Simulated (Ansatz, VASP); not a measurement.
## InSb: VASP beside Ansatz

```xyz
2
Lattice="2.8188 0.0000 0.0000 0.0000 2.8188 0.0000 0.0000 0.0000 6.7897" Properties=species:S:1:pos:R:3 pbc="T T T"
In    0.0000    0.0000    0.0000
Sb    0.0000    0.0000    3.3949
```

Alike in both runs: task single point; functional PBEsol; k mesh 16 × 16 × 8; occupations gaussian, width 0.15 eV; no spin polarisation.

```csv
,VASP,Ansatz
version,VASP 6.6.1,Ansatz 0.2.0
potentials or method,"VASP PAW PBE potentials, release 64 (In_d, Sb), cutoff 500 eV","scalar-relativistic, plane waves, PAW"
valence electrons in the cell,18,28
```

Ansatz gave:

```
gap on the k mesh at the Fermi level (eV)                     : none
pressure (GPa)                                                : 6.5
traceless stress, the component that is largest in VASP (GPa) : -12.80
```

Question: What did VASP give for the same quantities?

Answer: gap on the k mesh at the Fermi level (eV): none; pressure (GPa): 6.7; traceless stress, the component that is largest in VASP (GPa): -12.93.

VASP's potentials were made for PBE, not for PBEsol, and Ansatz warns of the same on its side. A gap of «none» marks a metal or a gap that the smearing closes. VASP's potentials hold 18 valence electrons a cell and Ansatz's 28, so a difference there can come from the potentials and not from the codes.

Neither program's run includes spin-orbit coupling.
